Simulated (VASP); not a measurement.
Here is a VASP 6.6.1 calculation.

INCAR

```
PREC = Accurate
ENCUT = 600
EDIFF = 1E-6
ISMEAR = 0
SIGMA = 0.01
LREAL = False
LASPH = True
NELM = 120
ALGO = Normal
ISIF = 2
LWAVE = False
LCHARG = False
GGA = PS
NBANDS = 11
GGA_COMPAT = False
```

File KPOINTS:

```
regular mesh
0
Gamma
  6 6 6
```

Contents of POSCAR:

```
MgS
1.0
    0.0000000000      2.5652979388      2.5652979388
    2.5652979388      0.0000000000      2.5652979388
    2.5652979388      2.5652979388      0.0000000000
Mg S
1 1
Direct
    0.0000000000      0.0000000000      0.0000000000
    0.5000000000      0.5000000000      0.5000000000
```

Potentials or basis: VASP PAW PBE potentials, release 64 (Mg, S).

The run is started by

```console
$ cat potpaw_PBE.64/Mg/POTCAR potpaw_PBE.64/S/POTCAR > POTCAR
$ mpirun -np 1 vasp_std > vasp.out
```

Predict the pressure.

2.3 GPa.

Estimate the band gap on the k mesh.

2.79 eV, indirect (least direct gap 3.93 eV).

Caveat: the PAW data sets were made with another functional, which shifts forces and pressure a little. As with any semilocal functional, this PBEsol gap is likely too small.
